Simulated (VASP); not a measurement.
A run of VASP 6.6.1 is set up as follows.

File INCAR:

```
SYSTEM = KB3H8
PREC = Accurate
ENCUT = 520
EDIFF = 1E-6
ISMEAR = -1
SIGMA = 0.05
LREAL = Auto
LASPH = .TRUE.
NELM = 100
ALGO = Normal
ISIF = 2
LWAVE = .FALSE.
LCHARG = .FALSE.
GGA = PE
NBANDS = 44
```

KPOINTS

```
Automatic mesh
0
G
  5 4 5
  0 0 0
```

The input POSCAR:

```
KB3H8
1.0
    5.3229900000      0.0000000000      0.0000000000
    0.0000000000      8.1279700000      0.0000000000
   -0.4496293076      0.0000000000      5.5550129431
K B H
2 6 16
Direct
    0.2275437893      0.7500000000      0.8956205211
    0.7724562107      0.2500000000      0.1043794789
    0.2108408710      0.1397351034      0.7695678078
    0.7891591290      0.6397351034      0.2304321922
    0.7891591290      0.8602648966      0.2304321922
    0.2108408710      0.3602648966      0.7695678078
    0.3673106495      0.2500000000      0.5509052112
    0.6326893505      0.7500000000      0.4490947888
    0.3242657942      0.0760880868      0.6010519809
    0.6757342058      0.5760880868      0.3989480191
    0.6757342058      0.9239119132      0.3989480191
    0.3242657942      0.4239119132      0.6010519809
    0.3254806762      0.0877589038      0.9503483509
    0.6745193238      0.5877589038      0.0496516491
    0.6745193238      0.9122410962      0.0496516491
    0.3254806762      0.4122410962      0.9503483509
   -0.0011386097      0.0865990758      0.7294660814
    1.0011386097      0.5865990758      0.2705339186
    1.0011386097      0.9134009242      0.2705339186
   -0.0011386097      0.4134009242      0.7294660814
    0.2791022246      0.2500000000      0.3441504834
    0.7208977754      0.7500000000      0.6558495166
    0.5955500371      0.2500000000      0.5744899550
    0.4044499629      0.7500000000      0.4255100450
```

Potentials or basis: VASP PAW PBE potentials, release 64 (K_sv, B, H).

Command:

```console
$ cat potpaw_PBE.64/K_sv/POTCAR potpaw_PBE.64/B/POTCAR potpaw_PBE.64/H/POTCAR > POTCAR
$ mpirun -np 1 vasp_std > vasp.out
```

Q: What does it give for the pressure?

A: 0.5 GPa.

Q: What does it give for the band gap on the k mesh?

A: 5.98 eV, indirect (least direct gap 6.12 eV).

Q: Predict the largest force.

A: 0.024 eV/Å.

Stress tensor (GPa, compression positive):
```
0.30 0.00 0.06
0.00 0.40 0.00
0.06 0.00 0.68
```

A k mesh can miss the band edges. PBE gaps usually lie below the measured ones, often by a third to a half.
